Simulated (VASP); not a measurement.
## CoO: single point with PBEsol

CoO:

```
Co O
1.0
     3.19765    0.00000    0.00000
    -1.59882    2.76924    0.00000
     0.00000    0.00000    5.22871
Co O
2 2
Direct
  0.33333 0.66667 0.50336
  0.00000 0.00000 0.00347
  0.33333 0.66667 0.87156
  0.00000 0.00000 0.37161
```

```yaml
Program: VASP 6.6.1
Task: single point
Functional: PBEsol
Potentials_or_basis: VASP PAW PBE potentials, release 64 (Co, O)
Cutoff: 520 eV
k_mesh: 8 × 8 × 5
Occupations: fermi-dirac, width 0.05 eV
Spin: collinear spin, ferromagnetic start
Starting_moments: "[2.5, 2.5, 0.0, 0.0] μB"
Fixed_moment: 5 μB
```

```
Pressure                                              : -11.2 GPa
Largest force                                         : 0.300 eV/Å
Net moment                                            : 5.00 μB per cell
Site moments                                          : Co +2.18; O +0.24 μB
Valence electrons inside the program's atomic spheres : Co 7.99; O 4.95
```

Forces on the atoms (eV/Å):
```
Co   0.000  0.000 -0.295
Co   0.000  0.000 -0.300
O    0.000  0.000  0.297
O    0.000  0.000  0.298
```

Stress tensor (GPa, compression positive):
```
-12.80   0.00   0.00
  0.00 -12.80   0.00
  0.00   0.00  -8.13
```

It took 49 s on 1 thread of Intel(R) Xeon(R) 6975P-C (Granite Rapids), with other jobs on the host, peak memory 0.22 GiB.

Caveat: the PAW data sets were made with another functional, which shifts forces and pressure a little; the total moment is fixed, so each spin has its own Fermi level.
